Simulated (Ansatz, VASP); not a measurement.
Au: VASP beside Ansatz

```xyz
1
Lattice="2.7201 0.0000 0.0000 0.0000 2.7201 0.0000 0.0000 0.0000 2.7201" Properties=species:S:1:pos:R:3 pbc="T T T"
Au    0.0000    0.0000    0.0000
```

Change from the starting cell: volume scaled by 0.97, PAW files.

Alike in both runs: task electric field gradients; functional PBE; k mesh 12 × 12 × 12; occupations fermi-dirac, width 0.08 eV; no spin polarisation.

|  | VASP | Ansatz |
| --- | --- | --- |
| version | VASP 6.6.1 | Ansatz 0.2.0 |
| potentials or method | VASP PAW PBE potentials, release 64 (Au) | PAW with Ansatz's default frozen-core files, scalar-relativistic |
| plane-wave cutoff (eV) | 520 | 420 |
| valence electrons in the cell | 11 | 19 |

|  | VASP | Ansatz | Ansatz less VASP |
| --- | --- | --- | --- |
| pressure (GPa) | 3.3 | 3.5 | +0.20 |

The functional is the same, so the differences come from potentials, cutoffs and numerics. VASP's potentials hold 11 valence electrons a cell and Ansatz's 19, so a difference there can come from the potentials and not from the codes.

Spin-orbit coupling is off throughout.
